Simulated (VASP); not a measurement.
# Al2O3 (P-6m2) in VASP: a series of runs, part 2 of 3

VASP 6.6.1. The steps go on from the part before.

## 4. Single point, LDA (strain -0.030 along x and y, +0.000 along z)

Contents of INCAR:

```
SYSTEM = Al2O3
PREC = Accurate
ENCUT = 520
EDIFF = 1E-6
ISMEAR = 0
SIGMA = 0.05
LREAL = .FALSE.
LASPH = .TRUE.
NELM = 100
ALGO = Normal
ISIF = 2
LWAVE = .FALSE.
LCHARG = .FALSE.
GGA = CA
NBANDS = 20
```

Contents of KPOINTS:

```
Automatic mesh
0
G
  12 12 4
  0 0 0
```

Contents of POSCAR:

```
Al2O3
1.0
    2.7977951999      0.0000000000      0.0000000000
   -1.3988976000      2.4229617176      0.0000000000
    0.0000000000      0.0000000000      9.3367544600
Al O
2 3
Direct
    0.0000000000      0.0000000000      0.1499923300
    0.0000000000      0.0000000000      0.8500076700
    0.3333333333      0.6666666667      0.2223169200
    0.6666666667      0.3333333333      0.0000000000
    0.3333333333      0.6666666667      0.7776830800
```

Potentials or basis: VASP PAW LDA potentials, release 64 (Al, O).

The run is started by

```sh
$ cat potpaw_LDA.64/Al/POTCAR potpaw_LDA.64/O/POTCAR > POTCAR
$ mpirun -np 1 vasp_std > vasp.out
```

OUTCAR:

```text
SYSTEM = Al2O3
   PREC = Accurate
   ENCUT = 520
   EDIFF = 1E-6
   ISMEAR = 0
   LREAL = .FALSE.
   LASPH = .TRUE.
   NELM = 100
   ISIF = 2
   GGA = CA

 ion  position               nearest neighbor table
   1  0.000  0.000  0.150-   3 1.75   3 1.75   3 1.75   4 2.14   4 2.14   4 2.14   2 2.80
   2  0.000  0.000  0.850-   5 1.75   5 1.75   5 1.75   4 2.14   4 2.14   4 2.14   1 2.80
   3  0.333  0.667  0.222-   1 1.75   1 1.75   1 1.75
   4  0.667  0.333  0.000-   1 2.14   2 2.14   1 2.14   2 2.14   1 2.14   2 2.14
   5  0.333  0.667  0.778-   2 1.75   2 1.75   2 1.75

  LATTYP: Found a hexagonal cell.
 ALAT       =     2.7977951999
 C/A-ratio  =     3.3371829576

  Lattice vectors:

 A1 = (   2.7977951999,   0.0000000000,   0.0000000000)
 A2 = (  -1.3988976000,   2.4229617176,   0.0000000000)
 A3 = (   0.0000000000,   0.0000000000,   9.3367544600)

Analysis of symmetry for initial positions (statically):
=====================================================================
 Subroutine PRICEL returns:
 Original cell was already a primitive cell.

 Routine SETGRP: Setting up the symmetry group for a
 hexagonal supercell.

 Subroutine GETGRP returns: Found 12 space group operations
 (whereof 12 operations were pure point group operations)
 out of a pool of 24 trial point group operations.

The static configuration has the point symmetry D_3h.

Analysis of symmetry for dynamics (positions and initial velocities):
=====================================================================
 Subroutine PRICEL returns:
 Original cell was already a primitive cell.

 Routine SETGRP: Setting up the symmetry group for a
 hexagonal supercell.

 Subroutine GETGRP returns: Found 12 space group operations
 (whereof 12 operations were pure point group operations)
 out of a pool of 24 trial point group operations.

The dynamic configuration has the point symmetry D_3h.

 Subroutine INISYM returns: Found 12 space group operations
 (whereof 12 operations are pure point group operations),
 and found     1 'primitive' translations

----------------------------------------------------------------------------------------

                                     Primitive cell

  volume of cell :      63.2934

  direct lattice vectors                    reciprocal lattice vectors
     2.797795200  0.000000000  0.000000000     0.357424303  0.206359018  0.000000000
    -1.398897600  2.422961718  0.000000000     0.000000000  0.412718035  0.000000000
     0.000000000  0.000000000  9.336754460     0.000000000  0.000000000  0.107103598

  length of vectors
     2.797795200  2.797795200  9.336754460     0.412718035  0.412718035  0.107103598

  position of ions in fractional coordinates (direct lattice)
     0.000000000  0.000000000  0.149992330
     0.000000000  0.000000000  0.850007670
     0.333333333  0.666666667  0.222316920
     0.666666667  0.333333333  0.000000000
     0.333333333  0.666666667  0.777683080

  ion indices of the primitive-cell ions
   primitive index   ion index
                 1           1
                 2           2
                 3           3
                 4           4
[... 25 lines left out ...]

 Found     57 irreducible k-points:

 Following reciprocal coordinates:
            Coordinates               Weight
  0.000000  0.000000  0.000000      1.000000
  0.083333 -0.000000  0.000000      6.000000
  0.166667 -0.000000  0.000000      6.000000
  0.250000 -0.000000  0.000000      6.000000
  0.333333 -0.000000  0.000000      6.000000
  0.416667 -0.000000  0.000000      6.000000
[... 16 lines left out ...]
  0.250000 -0.000000  0.250000     12.000000
  0.333333 -0.000000  0.250000     12.000000
 [... further k-points ...]
   k-points           NKPTS =     57   k-points in BZ     NKDIM =     57   number of bands    NBANDS=     20
   number of dos      NEDOS =    301   number of ions     NIONS =      5
   total plane-waves  NPLWV =  40320
   dimension x,y,z NGX =    24 NGY =   24 NGZ =   70
   dimension x,y,z NGXF=    48 NGYF=   48 NGZF=  140
   ions per type =               2   3
   NGX,Y,Z   is equivalent  to a cutoff of  14.26, 14.26, 12.46 a.u.
   NGXF,Y,Z  is equivalent  to a cutoff of  28.52, 28.52, 24.93 a.u.
 SYSTEM =  Al2O3
   PREC   = accura    normal or accurate (medium, high low for compatibility)
   ISTART =      0    job   : 0-new  1-cont  2-samecut
   ICHARG =      2    charge: 1-file 2-atom 10-const
   ISPIN  =      1    spin polarized calculation?
   LNONCOLLINEAR =      F non collinear calculations
   LSORBIT =      F    spin-orbit coupling
   LASPH  =      T    aspherical Exc in radial PAW
   ENCUT  =  520.0 eV  38.22 Ry    6.18 a.u.   5.20  5.20 17.36*2*pi/ulx,y,z
   NELM   =    100;   NELMIN=  2; NELMDL= -5     # of ELM steps
   EDIFF  = 0.1E-05   stopping-criterion for ELM
   LREAL  =      F    real-space projection
   EDIFFG = 0.1E-04   stopping-criterion for IOM
   NSW    =      0    number of steps for IOM
   IBRION =     -1    ionic relax: 0-MD 1-quasi-New 2-CG
   NFREE  =      0    steps in history (QN), initial steepest desc. (CG)
   ISIF   =      2    stress and relaxation
   ISYM   =      2    0-nonsym 1-usesym 2-fastsym
   POTIM  = 0.5000    time-step for ionic-motion
   TEBEG  =    0.0;   TEEND  =   0.0 temperature during run
   PSTRESS=    0.0 pullay stress
   NELECT =      24.0000    total number of electrons
   NUPDOWN=      -1.0000    fix difference up-down
   EMIN   =  10.00;   EMAX   =-10.00  energy-range for DOS
   EFERMI =   0.00;   METHOD = LEGACY
   ISMEAR =     0;   SIGMA  =   0.05  broadening in eV -4-tet -1-fermi 0-gaus
   EFERMI_NEDOS =   21; number of points for ismear=-14 and -15
   IALGO  =     38    algorithm
   IMIX   =      4    mixing-type and parameters
     AMIX     =   0.40;   BMIX     =  1.00
     AMIX_MAG =   1.60;   BMIX_MAG =  1.00
  volume/ion in A,a.u.               =      12.66        85.42
  Fermi-wavevector in a.u.,A,eV,Ry     =   1.184929  2.239192 19.103362  1.404057
  Thomas-Fermi vector in A             =   2.321133
   LORBIT       =      0    0 simple, 1 ext, 2 COOP (PROOUT), +10 PAW based schemes
   GGA     = CA    functional components
   LHFCALC =     F    Hartree Fock is set to
   AEXX    =    0.0000 exact exchange contribution
   IVDW    =     0    specifies the selected vdW correction
   LEPSILON=     F    determine dielectric tensor
   LRPA    =     F    only Hartree local field effects (RPA)
 non-spin polarized calculation
 Gauss-broadening in eV      SIGMA  =   0.05
  energy-cutoff  :      520.00
  volume of cell :       63.29
 maximum number of plane-waves:      1724
 NGX is ok and might be reduce to    24
   NGX = 11   NGY = 11   NGZ = 35

 number of electron      23.9999997 magnetization

 Free energy of the ion-electron system (eV)
  ---------------------------------------------------
  ext. energy  EPLUGINS =         0.00000000
  ---------------------------------------------------
  free energy    TOTEN  =       -40.08686360 eV

  energy without entropy =      -40.08686360  energy(sigma->0) =      -40.08686360

 E-fermi :   1.0978     XC(G=0):  -9.1014

 val. band max:        0.8325341289   @ k =   0.3333   0.3333   0.5000
 cond. band min:       6.4063130563   @ k =   0.0000   0.0000   0.0000
 fundamental gap:      5.5737789274
 Fermi energy:         1.0977731405

 k-point     1 :       0.0000    0.0000    0.0000
  band No.  band energies     occupation
      1     -17.9701      2.00000
      2     -16.8873      2.00000
      3     -15.5333      2.00000
      4      -4.4486      2.00000
      5      -1.3912      2.00000
      6      -0.5337      2.00000
[... 541 lines left out ...]
     19      14.2901      0.00000
     20      15.5466      0.00000

 [... further k-points ...]

------------------------ aborting loop because EDIFF is reached ----------------------------------------

  FORCE on cell =-STRESS in cart. coord.  units (eV):
  Direction    XX          YY          ZZ          XY          YZ          ZX
  --------------------------------------------------------------------------------------
  -------------------------------------------------------------------------------------
  Total        3.1991385      3.1991385     -1.0725487     -0.0000000     -0.0000000      0.0000000
  in kB       80.9813873     80.9813873    -27.1499599     -0.0000000     -0.0000000      0.0000000
  external PRESSURE =      44.9376049 kB  Pullay stress =       0.0000000 kB

 VOLUME and BASIS-vectors are now :
 -----------------------------------------------------------------------------
  energy-cutoff  :      520.00
  volume of cell :       63.29
      direct lattice vectors                 reciprocal lattice vectors
     2.797795200  0.000000000  0.000000000     0.357424303  0.206359018  0.000000000
    -1.398897600  2.422961718  0.000000000     0.000000000  0.412718035  0.000000000
     0.000000000  0.000000000  9.336754460     0.000000000  0.000000000  0.107103598

 POSITION                                       TOTAL-FORCE (eV/Angst)
 -----------------------------------------------------------------------------------
      0.00000      0.00000      1.40044         0.000000      0.000000     -0.693779
      0.00000      0.00000      7.93631         0.000000      0.000000      0.693779
     -0.00000      1.61531      2.07572         0.000000     -0.000000      0.230641
      1.39890      0.80765      0.00000        -0.000000      0.000000      0.000000
     -0.00000      1.61531      7.26104        -0.000000     -0.000000     -0.230641
 -----------------------------------------------------------------------------------
    total drift:                                0.000000     -0.000000      0.000000

  FREE ENERGIE OF THE ION-ELECTRON SYSTEM (eV)
  ---------------------------------------------------
  free  energy   TOTEN  =       -40.0868636011 eV

  energy  without entropy=      -40.0868636011  energy(sigma->0) =      -40.08686360
```

OSZICAR:

```text
N       E                     dE             d eps       ncg     rms          rms(c)
DAV:   1     0.115827459870E+03    0.11583E+03   -0.12405E+04  2280   0.108E+03
DAV:   2    -0.368641949579E+02   -0.15269E+03   -0.14807E+03  2828   0.251E+02
DAV:   3    -0.448513316648E+02   -0.79871E+01   -0.79590E+01  3080   0.597E+01
DAV:   4    -0.449275540969E+02   -0.76222E-01   -0.76203E-01  2884   0.640E+00
DAV:   5    -0.449286103755E+02   -0.10563E-02   -0.10563E-02  2912   0.711E-01    0.131E+01
DAV:   6    -0.402719383596E+02    0.46567E+01   -0.14274E+01  2500   0.273E+01    0.494E+00
DAV:   7    -0.401788497281E+02    0.93089E-01   -0.55156E-01  2788   0.496E+00    0.248E+00
DAV:   8    -0.401058726198E+02    0.72977E-01   -0.55026E-02  2940   0.204E+00    0.940E-01
DAV:   9    -0.400858327020E+02    0.20040E-01   -0.19510E-02  2932   0.118E+00    0.167E-01
DAV:  10    -0.400856008525E+02    0.23185E-03   -0.32229E-03  2860   0.370E-01    0.137E-01
DAV:  11    -0.400865232169E+02   -0.92236E-03   -0.32285E-03  2692   0.562E-01    0.910E-02
DAV:  12    -0.400867396335E+02   -0.21642E-03   -0.54224E-04  2648   0.156E-01    0.608E-02
DAV:  13    -0.400868589368E+02   -0.11930E-03   -0.33795E-04  2696   0.137E-01    0.226E-02
DAV:  14    -0.400868627130E+02   -0.37762E-05   -0.34822E-05  2948   0.612E-02    0.579E-03
DAV:  15    -0.400868636011E+02   -0.88803E-06   -0.65335E-06  2772   0.183E-02
   1 F= -.40086864E+02 E0= -.40086864E+02  d E =-.542353E-15
```

It took 43 s on 1 thread of AMD EPYC 9R45 (Zen 5), shared host; peak memory 0.16 GiB.

What came out:

```
Free energy            : -40.0869 eV
Pressure               : 4.5 GPa
Largest force          : 0.694 eV/Å
Band gap on the k mesh : 5.57 eV, indirect (least direct gap 5.87 eV)
```

Forces in eV/Å, atoms in the order of the input:
```
Al   0.000  0.000 -0.694
Al   0.000  0.000  0.694
O    0.000  0.000  0.231
O    0.000  0.000  0.000
O    0.000  0.000 -0.231
```

Stress tensor (GPa, compression positive):
```
 8.10  0.00  0.00
 0.00  8.10  0.00
 0.00  0.00 -2.71
```

Levels at points of the mesh, in eV from the valence-band top:
| k point | band 10 | band 11 | band 12 | band 13 | band 14 | band 15 |
| --- | --- | --- | --- | --- | --- | --- |
| (0.00, 0.00, 0.00) | -0.31 | -0.31 | -0.30 | 5.57 | 7.97 | 8.56 |
| (0.50, 0.00, 0.00) | -0.93 | -0.86 | -0.58 | 8.38 | 9.25 | 9.32 |
| (0.00, 0.00, 0.50) | -0.34 | -0.31 | -0.31 | 5.74 | 7.53 | 8.61 |
| (0.50, 0.00, 0.50) | -0.93 | -0.86 | -0.57 | 8.40 | 9.21 | 9.36 |

Caveat: the cell differs from its parent crystal (strain -0.030 along x and y, +0.000 along z). A k mesh can miss the band edges.

## 5. Single point, LDA (strain -0.015 along x and y, -0.030 along z)

Contents of INCAR:

```
SYSTEM = Al2O3
ALGO = Normal
EDIFF = 1E-7
ENCUT = 520
GGA = CA
ISIF = 2
ISMEAR = 0
LASPH = .TRUE.
LCHARG = .FALSE.
LREAL = .FALSE.
LWAVE = .FALSE.
NBANDS = 20
NELM = 60
PREC = Accurate
SIGMA = 0.05
```

Contents of KPOINTS:

```
k-points
0
G
  12 12 4
  0 0 0
```

Changes to POSCAR since step 4:

```diff
@@ -2,5 +2,5 @@
 1.0
-    2.7977951999      0.0000000000      0.0000000000
-   -1.3988976000      2.4229617176      0.0000000000
-    0.0000000000      0.0000000000      9.3367544600
+    2.8410600741      0.0000000000      0.0000000000
+   -1.4205300371      2.4604301978      0.0000000000
+    0.0000000000      0.0000000000      9.0566518262
 Al O
```

Potentials or basis: VASP PAW LDA potentials, release 64 (Al, O).

The run is started by

```sh
$ cat potpaw_LDA.64/Al/POTCAR potpaw_LDA.64/O/POTCAR > POTCAR
$ mpirun -np 1 vasp_std > vasp.out
```

OUTCAR:

```text
SYSTEM = Al2O3
   EDIFF = 1E-7
   ENCUT = 520
   GGA = CA
   ISIF = 2
   ISMEAR = 0
   LASPH = .TRUE.
   LREAL = .FALSE.
   NELM = 60
   PREC = Accurate

 ion  position               nearest neighbor table
   1  0.000  0.000  0.150-   3 1.77   3 1.77   3 1.77   4 2.13   4 2.13   4 2.13   2 2.72
   2  0.000  0.000  0.850-   5 1.77   5 1.77   5 1.77   4 2.13   4 2.13   4 2.13   1 2.72
   3  0.333  0.667  0.222-   1 1.77   1 1.77   1 1.77
[... 759 lines left out ...]
  --------------------------------------------------------------------------------------
  -------------------------------------------------------------------------------------
  Total        0.5384531      0.5384531      1.0890746     -0.0000000      0.0000000      0.0000000
  in kB       13.6269719     13.6269719     27.5618951     -0.0000000      0.0000000      0.0000000
  external PRESSURE =      18.2719463 kB  Pullay stress =       0.0000000 kB

 VOLUME and BASIS-vectors are now :
 -----------------------------------------------------------------------------
  energy-cutoff  :      520.00
  volume of cell :       63.31
      direct lattice vectors                 reciprocal lattice vectors
     2.841060074  0.000000000  0.000000000     0.351981294  0.203216495  0.000000000
    -1.420530037  2.460430198  0.000000000     0.000000000  0.406432989  0.000000000
     0.000000000  0.000000000  9.056651826     0.000000000  0.000000000  0.110416081

 POSITION                                       TOTAL-FORCE (eV/Angst)
 -----------------------------------------------------------------------------------
      0.00000      0.00000      1.35843        -0.000000      0.000000      0.048076
      0.00000      0.00000      7.69822        -0.000000      0.000000     -0.048076
     -0.00000      1.64029      2.01345         0.000000     -0.000000      0.260481
      1.42053      0.82014      0.00000         0.000000      0.000000      0.000000
     -0.00000      1.64029      7.04320         0.000000     -0.000000     -0.260481
 -----------------------------------------------------------------------------------
    total drift:                                0.000000     -0.000000      0.000000

  FREE ENERGIE OF THE ION-ELECTRON SYSTEM (eV)
  ---------------------------------------------------
  free  energy   TOTEN  =       -40.1432593018 eV

  energy  without entropy=      -40.1432593018  energy(sigma->0) =      -40.14325930
```

OSZICAR:

```text
N       E                     dE             d eps       ncg     rms          rms(c)
DAV:   1     0.113938282387E+03    0.11394E+03   -0.12463E+04  2280   0.108E+03
DAV:   2    -0.370675017714E+02   -0.15101E+03   -0.14682E+03  2796   0.253E+02
DAV:   3    -0.449166852782E+02   -0.78492E+01   -0.78230E+01  2996   0.594E+01
DAV:   4    -0.449912723565E+02   -0.74587E-01   -0.74569E-01  2936   0.637E+00
DAV:   5    -0.449923047578E+02   -0.10324E-02   -0.10324E-02  2952   0.701E-01    0.130E+01
DAV:   6    -0.403230743098E+02    0.46692E+01   -0.14565E+01  2504   0.274E+01    0.480E+00
DAV:   7    -0.402325729402E+02    0.90501E-01   -0.52966E-01  2744   0.494E+00    0.249E+00
DAV:   8    -0.401589465459E+02    0.73626E-01   -0.62133E-02  2924   0.217E+00    0.868E-01
DAV:   9    -0.401421554430E+02    0.16791E-01   -0.17829E-02  3004   0.114E+00    0.170E-01
DAV:  10    -0.401421314294E+02    0.24014E-04   -0.31570E-03  2768   0.370E-01    0.138E-01
DAV:  11    -0.401430162051E+02   -0.88478E-03   -0.28483E-03  2620   0.524E-01    0.831E-02
DAV:  12    -0.401431724269E+02   -0.15622E-03   -0.46168E-04  2688   0.151E-01    0.540E-02
DAV:  13    -0.401432582441E+02   -0.85817E-04   -0.28114E-04  2636   0.124E-01    0.206E-02
DAV:  14    -0.401432582023E+02    0.41716E-07   -0.25925E-05  2944   0.524E-02    0.527E-03
DAV:  15    -0.401432589632E+02   -0.76091E-06   -0.48030E-06  2716   0.157E-02    0.234E-03
DAV:  16    -0.401432593039E+02   -0.34064E-06   -0.44941E-07  2792   0.527E-03    0.752E-04
DAV:  17    -0.401432593018E+02    0.20500E-08   -0.49817E-08  2304   0.203E-03
   1 F= -.40143259E+02 E0= -.40143259E+02  d E =-.276178E-12
```

It took 51 s on 1 thread of AMD EPYC 9R45 (Zen 5), shared host; peak memory 0.16 GiB.

What came out:

| Property | Result |
| --- | --- |
| Free energy | -40.1433 eV |
| Pressure | 1.8 GPa |
| Largest force | 0.260 eV/Å |
| Band gap on the k mesh | 5.12 eV, indirect (least direct gap 5.41 eV) |

Forces in eV/Å, atoms in the order of the input:
```
Al   0.000  0.000  0.048
Al   0.000  0.000 -0.048
O    0.000  0.000  0.260
O    0.000  0.000  0.000
O    0.000  0.000 -0.260
```

Caveat: the cell differs from its parent crystal (strain -0.015 along x and y, -0.030 along z).

[end of part 2 of 3]
